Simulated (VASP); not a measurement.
A run of VASP 6.6.1 is set up as follows.

File INCAR:

```
SYSTEM = Al9O
ALGO     = Normal         ! electronic algorithm
DIPOL    = 0.5 0.5 0.500
EDIFF    = 1E-6           ! SCF threshold, eV
EDIFFG   = -0.03          ! ionic threshold
ENCUT    = 520            ! plane-wave cutoff, eV
GGA      = PS             ! functional
IBRION   = 2              ! ionic algorithm
IDIPOL   = 3            
ISIF     = 2              ! what is computed and relaxed
ISMEAR   = 0              ! smearing method
LASPH    = .True.         ! aspherical terms in the spheres
LCHARG   = .False.        ! write CHGCAR
LDIPOL   = .True.       
LREAL    = .False.        ! projectors in reciprocal space
LWAVE    = .False.        ! write WAVECAR
NELM     = 100            ! most SCF steps
NSW      = 90             ! ionic steps
PREC     = Accurate       ! precision mode
SIGMA    = 0.1            ! smearing width, eV
```

The input KPOINTS:

```
k-points
0
Gamma
  12 12 1
  0 0 0
```

Contents of POSCAR:

```
Al9O
1.0
    2.8362844918      0.0000000000      0.0000000000
   -1.4181422459      2.4562944222      0.0000000000
    0.0000000000      0.0000000000     37.6442989108
Al O
9 1
Selective dynamics
Direct
    0.3333333333      0.6666666667      0.2257978033  F F F
    0.0000000000      0.0000000000      0.2877072406  F F F
    0.6666666667      0.3333333333      0.3496166779  F F F
    0.0000000000      0.0000000000      0.4115261153  F F F
    0.3333333333      0.6666666667      0.4729161237  T T T
    0.0000000000      0.0000000000      0.5342805556  T T T
    0.6666666667      0.3333333333      0.5966221375  T T T
    0.0000000000      0.0000000000      0.6583877038  T T T
    0.3333333333      0.6666666667      0.7209215701  T T T
    0.0000000000      0.0000000000      0.7453608617  T T T
```

Potentials or basis: VASP PAW PBE potentials, release 64 (Al, O).

The run is started by

```console
$ cat potpaw_PBE.64/Al/POTCAR potpaw_PBE.64/O/POTCAR > POTCAR
$ mpirun -np 1 vasp_std > vasp.out
```

Predict the energy gained by relaxing.

25.6 meV/atom.

Final structure:
```cif
data_structure
_symmetry_space_group_name_H-M 'P 1'
_symmetry_Int_Tables_number 1
_cell_length_a 2.8363
_cell_length_b 2.8363
_cell_length_c 37.6443
_cell_angle_alpha 90.000
_cell_angle_beta 90.000
_cell_angle_gamma 120.000
_cell_volume 262.26
loop_
_atom_site_label
_atom_site_type_symbol
_atom_site_fract_x
_atom_site_fract_y
_atom_site_fract_z
_atom_site_occupancy
Al1 Al 0.33333 0.66667 0.22580 1
Al2 Al 0.00000 0.00000 0.28771 1
Al3 Al 0.66667 0.33333 0.34962 1
Al4 Al 0.00000 0.00000 0.41153 1
Al5 Al 0.33333 0.66667 0.47300 1
Al6 Al 0.00000 0.00000 0.53508 1
Al7 Al 0.66667 0.33333 0.59724 1
Al8 Al 0.00000 0.00000 0.65861 1
Al9 Al 0.33333 0.66667 0.72250 1
O1 O 0.00000 0.00000 0.74220 1
```

Caveat: the highest band is partly filled, so the run has too few bands.
